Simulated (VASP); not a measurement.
# MnO2 (P6_3/mmc) in VASP: further runs

Runs on MnO2. Level: LDA. Tasks: single point.

All numbers are computed with VASP 6.6.1; they aren't measurements. Logs are shortened: lines on timing, memory, paths and dates and some standing lists are left out, and cuts for length are marked.

## Step 1: The cell of the first run

The structure is hexagonal, space group P6_3/mmc (No. 194). Conventional cell: a = 2.855 Å, b = 2.855 Å, c = 10.222 Å, α = 90.00°, β = 90.00°, γ = 120.00°. Mn (site symmetry -3m) has 6 O at 1.90 Å within 2.5 Å. Within 2.6 Å of O (site symmetry 3m) lie 3 Mn at 1.90 Å and 3 O at 2.52 Å.

## Step 2: Single point, LDA, collinear spin, ferromagnetic start

The input, INCAR:

```
  PREC = Accurate
  ENCUT = 700
  EDIFF = 1E-6
  ISMEAR = -1
  SIGMA = 0.05
  LREAL = False
  LASPH = True
  NELM = 200
  ALGO = Normal
  ISIF = 2
  LWAVE = False
  LCHARG = True
  ISPIN = 2
  MAGMOM = 4 4 0 0 0 0
  LORBIT = 11
  LMAXMIX = 4
  LELF = True
  LVHAR = True
  NBANDS = 40
  GGA_COMPAT = False
```

The input, KPOINTS:

```
Automatic mesh
0
Gamma
  11 11 3
```

The input, POSCAR:

```
MnO2
1.0
    2.8549554371      0.0000000000      0.0000000000
   -1.4274777185      2.4724639352      0.0000000000
    0.0000000000      0.0000000000     10.2217427273
Mn O
2 4
Direct
    0.0000000000      0.0000000000      0.5000000000
    0.0000000000      0.0000000000      0.0000000000
    0.6666666667      0.3333333333      0.4068564500
    0.6666666667      0.3333333333      0.0931435500
    0.3333333333      0.6666666667      0.5931435500
    0.3333333333      0.6666666667      0.9068564500
```

Potentials or basis: VASP PAW LDA potentials, release 64 (Mn_sv, O).

The run is started by

```sh
$ cat potpaw_LDA.64/Mn_sv/POTCAR potpaw_LDA.64/O/POTCAR > POTCAR
$ mpirun -np 1 vasp_std > vasp.out
```

OUTCAR:

```text
PREC = Accurate
   ENCUT = 700
   EDIFF = 1E-6
   ISMEAR = -1
   LREAL = False
   LASPH = True
   NELM = 200
   ISIF = 2
   ISPIN = 2
   LORBIT = 11

 ion  position               nearest neighbor table
   1  0.000  0.000  0.500-   3 1.90   5 1.90   5 1.90   3 1.90   3 1.90   5 1.90
   2  0.000  0.000  0.000-   4 1.90   6 1.90   6 1.90   4 1.90   4 1.90   6 1.90
   3  0.667  0.333  0.407-   1 1.90   1 1.90   1 1.90
   4  0.667  0.333  0.093-   2 1.90   2 1.90   2 1.90
   5  0.333  0.667  0.593-   1 1.90   1 1.90   1 1.90
   6  0.333  0.667  0.907-   2 1.90   2 1.90   2 1.90

  LATTYP: Found a hexagonal cell.
 ALAT       =     2.8549554371
 C/A-ratio  =     3.5803510606

  Lattice vectors:

 A1 = (   2.8549554371,   0.0000000000,   0.0000000000)
 A2 = (  -1.4274777185,   2.4724639352,   0.0000000000)
 A3 = (   0.0000000000,   0.0000000000,  10.2217427273)

Analysis of symmetry for initial positions (statically):
=====================================================================
 Subroutine PRICEL returns:
 Original cell was already a primitive cell.

 Routine SETGRP: Setting up the symmetry group for a
 hexagonal supercell.

 Subroutine GETGRP returns: Found 24 space group operations
 (whereof 12 operations were pure point group operations)
 out of a pool of 24 trial point group operations.

The static configuration has the point symmetry D_3d.
 The point group associated with its full space group is D_6h.

Analysis of symmetry for dynamics (positions and initial velocities):
=====================================================================
 Subroutine PRICEL returns:
 Original cell was already a primitive cell.

 Routine SETGRP: Setting up the symmetry group for a
 hexagonal supercell.

 Subroutine GETGRP returns: Found 24 space group operations
 (whereof 12 operations were pure point group operations)
 out of a pool of 24 trial point group operations.

The dynamic configuration has the point symmetry D_3d.
 The point group associated with its full space group is D_6h.

Analysis of structural, dynamic, and magnetic symmetry:
=====================================================================
 Subroutine PRICEL returns:
 Original cell was already a primitive cell.

 Routine SETGRP: Setting up the symmetry group for a
 hexagonal supercell.

 Subroutine GETGRP returns: Found 24 space group operations
[... 143 lines left out ...]
 spin polarized calculation
  energy-cutoff  :      700.00
  volume of cell :       72.15
 maximum number of plane-waves:      3052
 NGX is ok and might be reduce to    28
   NGX = 13   NGY = 13   NGZ = 45

 number of electron      54.0000000 magnetization       5.9983911

 Free energy of the ion-electron system (eV)
  ---------------------------------------------------
  ext. energy  EPLUGINS =         0.00000000
  ---------------------------------------------------
  free energy    TOTEN  =       -52.48704076 eV

  energy without entropy =      -52.48650878  energy(sigma->0) =      -52.48677477

 E-fermi :   3.2544     XC(G=0): -10.6758

 val. band max:        3.0468582848   @ k =   0.0909   0.0000   0.0000
 cond. band min:       3.4363681767   @ k =   0.0000   0.0000   0.0000
 fundamental gap:      0.3895098919
 Fermi energy:         3.2544013043

 spin component 1

 k-point     1 :       0.0000    0.0000    0.0000
  band No.  band energies     occupation
      1     -77.6422      1.00000
      2     -77.6422      1.00000
      3     -46.7839      1.00000
      4     -46.7839      1.00000
      5     -46.7838      1.00000
      6     -46.7838      1.00000
[... 997 lines left out ...]
     38      14.8068      0.00000
     39      16.5734      0.00000

 [... further k-points ...]

 spin component 2

 k-point     1 :       0.0000    0.0000    0.0000
  band No.  band energies     occupation
      1     -74.7183      1.00000
      2     -74.7183      1.00000
      3     -43.9951      1.00000
      4     -43.9951      1.00000
      5     -43.9950      1.00000
      6     -43.9950      1.00000
[... 997 lines left out ...]
     38      15.2251      0.00000
     39      17.0193      0.00000

 [... further k-points ...]

 [bands above 39 left out]

------------------------ aborting loop because EDIFF is reached ----------------------------------------

  FORCE on cell =-STRESS in cart. coord.  units (eV):
  Direction    XX          YY          ZZ          XY          YZ          ZX
  --------------------------------------------------------------------------------------
  -------------------------------------------------------------------------------------
  Total       -4.2167633     -4.2167633     -2.7599435     -0.0000000     -0.0000000     -0.0000000
  in kB      -93.6344288    -93.6344288    -61.2853291     -0.0000000     -0.0000000     -0.0000000
  external PRESSURE =     -82.8513956 kB  Pullay stress =       0.0000000 kB

 VOLUME and BASIS-vectors are now :
 -----------------------------------------------------------------------------
  energy-cutoff  :      700.00
  volume of cell :       72.15
      direct lattice vectors                 reciprocal lattice vectors
     2.854955437  0.000000000  0.000000000     0.350268164  0.202227419  0.000000000
    -1.427477719  2.472463935  0.000000000     0.000000000  0.404454838  0.000000000
     0.000000000  0.000000000 10.221742727     0.000000000  0.000000000  0.097830676

 POSITION                                       TOTAL-FORCE (eV/Angst)
 -----------------------------------------------------------------------------------
      0.00000      0.00000      5.11087         0.000000      0.000000      0.000000
      0.00000      0.00000      0.00000         0.000000      0.000000      0.000000
      1.42748      0.82415      4.15878        -0.000000     -0.000000      0.591296
      1.42748      0.82415      0.95209         0.000000      0.000000     -0.591296
     -0.00000      1.64831      6.06296        -0.000000      0.000000     -0.591296
     -0.00000      1.64831      9.26965        -0.000000      0.000000      0.591296
 -----------------------------------------------------------------------------------
    total drift:                               -0.000000      0.000000      0.000000

  FREE ENERGIE OF THE ION-ELECTRON SYSTEM (eV)
  ---------------------------------------------------
  free  energy   TOTEN  =       -52.4870407646 eV

  energy  without entropy=      -52.4865087837  energy(sigma->0) =      -52.48677477

 total charge

# of ion       s       p       d       tot
------------------------------------------
    1        2.207   6.112   4.485  12.804
    2        2.207   6.112   4.485  12.804
    3        1.566   3.396   0.000   4.962
    4        1.566   3.396   0.000   4.962
    5        1.566   3.396   0.000   4.962
    6        1.566   3.396   0.000   4.962
--------------------------------------------------
tot         10.679  25.808   8.969  45.456

 magnetization (x)

# of ion       s       p       d       tot
------------------------------------------
    1        0.021   0.016   2.638   2.675
    2        0.021   0.016   2.638   2.675
    3        0.004   0.057   0.000   0.061
    4        0.004   0.057   0.000   0.061
    5        0.004   0.057   0.000   0.061
    6        0.004   0.057   0.000   0.061
--------------------------------------------------
tot          0.058   0.259   5.275   5.593
```

Run time: 5.7 min. Hardware: 1 thread of Intel Xeon Platinum 8488C (Sapphire Rapids), shared host; peak memory 0.33 GiB.

What came out:

| Property | Result |
| --- | --- |
| Free energy | -52.4870 eV |
| Pressure | -8.3 GPa |
| Largest force | 0.591 eV/Å |
| Band gap on the k mesh | 0.39 eV (least direct gap 0.42 eV) |
| Net moment | 6.00 μB per cell |
| Site moments | Mn +2.67; O +0.06 μB |
| Valence electrons inside the program's atomic spheres | Mn 12.80; O 4.96 |

Forces on the atoms (eV/Å):
```
Mn   0.000  0.000  0.000
Mn   0.000  0.000  0.000
O    0.000  0.000  0.591
O    0.000  0.000 -0.591
O    0.000  0.000 -0.591
O    0.000  0.000  0.591
```

Levels at points of the mesh, in eV from the valence-band top:
Spin up:
```
           k point  band 26  band 27  band 28  band 29  band 30  band 31  band 32  band 33  band 34  band 35
(0.00, 0.00, 0.00)    -1.66    -1.63    -1.63    -0.27    -0.03     2.71     2.71     2.74     2.74     6.42
```
Spin down:
```csv
k point,band 20,band 21,band 22,band 23,band 24,band 25,band 26,band 27,band 28,band 29
"(0.00, 0.00, 0.00)",-1.51,-1.51,-1.49,-1.49,-1.48,0.39,0.39,0.39,0.39,2.04
```

Caveat: the cell stands under tension; the run started ferromagnetic, and an antiferromagnetic order may lie lower in energy.

(Part 1 of 2 ends here.)
